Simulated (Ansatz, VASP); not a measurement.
## One calculation of Ge, two programs

```
CELL_PARAMETERS angstrom
3.89504 0.00000 0.00000
-1.94752 3.37320 0.00000
0.00000 0.00000 6.43009
ATOMIC_POSITIONS crystal
Ge 0.66667 0.33333 0.06290
Ge 0.33333 0.66667 0.56290
Ge 0.66667 0.33333 0.43710
Ge 0.33333 0.66667 0.93710
```

Alike in both runs: task single point; functional r2SCAN; k mesh 7 × 7 × 4; occupations methfessel-paxton of order 1, width 0.15 eV; no spin polarisation.

```csv
,VASP,Ansatz
version,VASP 6.6.1,Ansatz 0.2.0
potentials or method,"VASP PAW PBE potentials, release 64 (Ge_d), cutoff 520 eV","plane waves, PAW"
valence electrons in the cell,56,56
```

```tsv
	VASP	Ansatz	Ansatz less VASP
pressure (GPa)	6.7	6.6	-0.10
```

VASP's potentials were made for PBE, not for r2SCAN. The functional is the same, so the differences come from potentials, cutoffs and numerics.
